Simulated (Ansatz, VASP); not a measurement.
## Cu: VASP beside Ansatz

```xyz
1
Lattice="0.0000 1.7817 1.7817 1.7817 0.0000 1.7817 1.7817 1.7817 0.0000" Properties=species:S:1:pos:R:3 pbc="T T T"
Cu    0.0000    0.0000    0.0000
```

Alike in both runs: functional PBEsol; k mesh 26 × 26 × 26; occupations fermi-dirac, width 0.05 eV; no spin polarisation.

Ansatz relaxed the structure, and its values are those at the end. VASP's run is a single point on that final structure, the one shown.

|  | VASP | Ansatz |
| --- | --- | --- |
| version | VASP 6.6.1 | Ansatz 0.2.0 |
| potentials or method | VASP PAW PBE potentials, release 64 (Cu) | PAW with Ansatz's default frozen-core files, scalar-relativistic |
| plane-wave cutoff (eV) | 520 | 420 |
| valence electrons in the cell | 11 | 19 |

|  | VASP | Ansatz | Ansatz less VASP |
| --- | --- | --- | --- |
| pressure (GPa) | 0.7 | 0.0 | -0.69 |

VASP's potentials were made for PBE, not for PBEsol. With one functional, cell and mesh, what is left measures potentials, basis and numerics. VASP's potentials hold 11 valence electrons a cell and Ansatz's 19, so a difference there can come from the potentials and not from the codes.
